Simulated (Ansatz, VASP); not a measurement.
## One calculation of Al3Cu2, two programs

```
Al Cu
1.0
     4.09859    0.00000    0.00000
    -2.04929    3.70921    0.00000
     0.00000    0.00000    4.98210
Al Cu
3 2
Direct
  0.00000 0.00000 0.00000
  0.33333 0.66667 0.35151
  0.66667 0.33333 0.64849
  0.33333 0.66667 0.84229
  0.66667 0.33333 0.15771
```

Change from the starting cell: strain +0.0450 x Voigt [0, 1, 0, 0, 0, 0], atoms carried along.

Alike in both runs: task single point; functional PBEsol; k mesh 12 × 12 × 10; occupations gaussian, width 0.15 eV; no spin polarisation.

|  | VASP | Ansatz |
| --- | --- | --- |
| version | VASP 6.6.1 | Ansatz 0.2.0 |
| potentials or method | VASP PAW PBE potentials, release 64 (Al, Cu), cutoff 520 eV | scalar-relativistic, plane waves, PAW |
| valence electrons in the cell | 31 | 47 |

Ansatz gave:

| Item | Value |
| --- | --- |
| gap on the k mesh at the Fermi level (eV) | none |
| pressure (GPa) | -4.2 |
| traceless stress, the component that is largest in VASP (GPa) | -3.54 |
| rms of the force components (eV/Å) | 0.057 |

Task: What did VASP give for the same quantities?

Result: gap on the k mesh at the Fermi level (eV): none; pressure (GPa): -3.5; traceless stress, the component that is largest in VASP (GPa): -3.54; rms of the force components (eV/Å): 0.057.

VASP's potentials were made for PBE, not for PBEsol. Atom by atom the forces differ by 0.002 eV/Å (rms over components). A gap of «none» marks a metal or a gap that the smearing closes. VASP's potentials hold 31 valence electrons a cell and Ansatz's 47, so a difference there can come from the potentials and not from the codes.
